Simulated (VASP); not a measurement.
In2GeO3, 6 atoms in the cell. It takes space group P4/mmm (No. 123, tetragonal). Conventional cell: a = 5.396 Å, b = 5.396 Å, c = 3.897 Å, α = 90.00°, β = 90.00°, γ = 90.00°. In (site symmetry mmm) has 2 Ge at 2.70 Å and 8 O at 2.79 to 3.33 Å within 3.6 Å. Ge (site symmetry 4/mmm) has 2 O at 1.95 Å and 4 In at 2.70 Å within 2.7 Å. Within 1.9 Å of O (site symmetry 4mm) lie 1 O at 1.42 Å. O (site symmetry 4/mmm) has 2 Ge at 1.95 Å within 2.6 Å. 

```yaml
Program: VASP 6.6.1
Task: single point
Functional: PBE
Potentials_or_basis: VASP PAW PBE potentials, release 64 (In_d, Ge_d, O)
Cutoff: 520 eV
k_mesh: 8 × 8 × 10
Occupations: gaussian, width 0.1 eV
Spin: no spin polarisation
Dipole_correction: no
Further_INCAR_settings: ALGO = Fast; EDIFF = 1e-06; NBANDS = 38
```

Potentials or basis: VASP PAW PBE potentials, release 64 (In_d, Ge_d, O).

Launch:

```sh
$ cat potpaw_PBE.64/In_d/POTCAR potpaw_PBE.64/Ge_d/POTCAR potpaw_PBE.64/O/POTCAR > POTCAR
$ mpirun -np 1 vasp_std > vasp.out
```

Hardware: 1 thread of Oxide Virtual Turin-like Processor, with other jobs on the host.

**Question.** How long does it take, and how much memory?

**Answer.** Wall time 18 min on 1 thread of Oxide Virtual Turin-like Processor, with other jobs on the host, peak memory 0.42 GiB. Counts: scf iterations 29, k points 90.
